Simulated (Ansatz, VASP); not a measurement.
MgO in VASP and in Ansatz

```
Mg O
1.0
     0.00000    1.96740    2.12692
     2.12692    0.00000    2.12692
     2.12692    1.96740    0.00000
Mg O
1 1
Direct
  0.00000 0.00000 0.00000
  0.50000 0.50000 0.50000
```

Change from the starting cell: strain -0.0750 x Voigt [0, 1, 0, 0, 0, 0], atoms carried along.

Alike in both runs: task single point; functional PBE; k mesh 10 × 10 × 10; occupations gaussian, width 0.05 eV; no spin polarisation.

|  | VASP | Ansatz |
| --- | --- | --- |
| version | VASP 6.6.1 | Ansatz 0.2.0 |
| potentials or method | VASP PAW PBE potentials, release 64 (Mg, O), cutoff 520 eV | scalar-relativistic, plane waves, PAW |
| valence electrons in the cell | 8 | 16 |

|  | VASP | Ansatz | Ansatz less VASP |
| --- | --- | --- | --- |
| gap on the k mesh at the Fermi level (eV) | 5.11 | 5.12 | +0.015 |
| least direct gap on the mesh (eV) | 5.11 | 5.12 | +0.015 |
| pressure (GPa) | 15.4 | 16.1 | +0.67 |
| traceless stress, the component that is largest in VASP (GPa) | 16.59 | 16.43 | -0.159 |

VASP's potentials hold 8 valence electrons a cell and Ansatz's 16, so a difference there can come from the potentials and not from the codes.
